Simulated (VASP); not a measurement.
Si, 2 atoms in the cell. The structure is cubic, space group Fd-3m (No. 227). Conventional cell: a = 5.433 Å, b = 5.433 Å, c = 5.433 Å, α = 90.00°, β = 90.00°, γ = 90.00°. Within 3.1 Å of Si (site symmetry -43m) lie 4 Si at 2.35 Å. 

- Program: VASP 6.6.1
- Task: single point
- Functional: PBEsol
- Potentials or basis: VASP PAW PBE potentials, release 64 (Si)
- Cutoff: 520 eV
- k mesh: 10 × 10 × 10
- Occupations: gaussian, width 0.02 eV
- Spin: no spin polarisation
- Dipole correction: no
- Further INCAR settings: ALGO = Normal; EDIFF = 1e-07; NBANDS = 11

Potentials or basis: VASP PAW PBE potentials, release 64 (Si).

Run with:

```bash
$ cat potpaw_PBE.64/Si/POTCAR > POTCAR
$ mpirun -np 1 vasp_std > vasp.out
```

Hardware: 1 thread of Intel Xeon 8259CL, with other jobs on the host.

Q: Estimate the wall time of this run.

A: Run time: 25 s on 1 thread of Intel Xeon 8259CL (shared host), peak memory 0.13 GiB. Counts: scf iterations 12, k points 47.
